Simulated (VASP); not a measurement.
The system is CsNiN.

```
CELL_PARAMETERS angstrom
5.53697 0.00000 0.00000
-2.76848 4.79515 0.00000
0.00000 0.00000 3.44666
ATOMIC_POSITIONS crystal
Cs 0.66667 0.33333 0.50000
Ni 0.33333 0.66667 0.00000
N 0.33333 0.66667 0.50000
```

Base run:

```yaml
Program: VASP 6.6.1
Functional: PBE
Potentials_or_basis: VASP PAW PBE potentials, release 64 (Cs_sv, Ni, N)
Cutoff: 600 eV
k_mesh: 7 × 7 × 10
Occupations: fermi-dirac, width 0.1 eV
Spin: collinear spin, ferromagnetic start
Starting_moments: "[0.0, 1.0, 0.0] μB"
Hubbard_terms: Ni d U = 4.0 eV
```

Its results: band gap on the k mesh zero (filled and empty bands overlap); pressure -1.2 GPa; net moment 0.00 μB per cell.

Task: The run is repeated on the same cell with these changes: hubbard terms from Ni d U = 4.0 eV to Ni d U = 2.0 eV. What comes out?

Result: Band gap on the k mesh zero (filled and empty bands overlap); pressure -0.6 GPa; net moment 0.00 μB per cell.

Caveats: the moments typed at the start vanished in this run; spin-orbit coupling is left out, which moves the levels of the heavy elements.
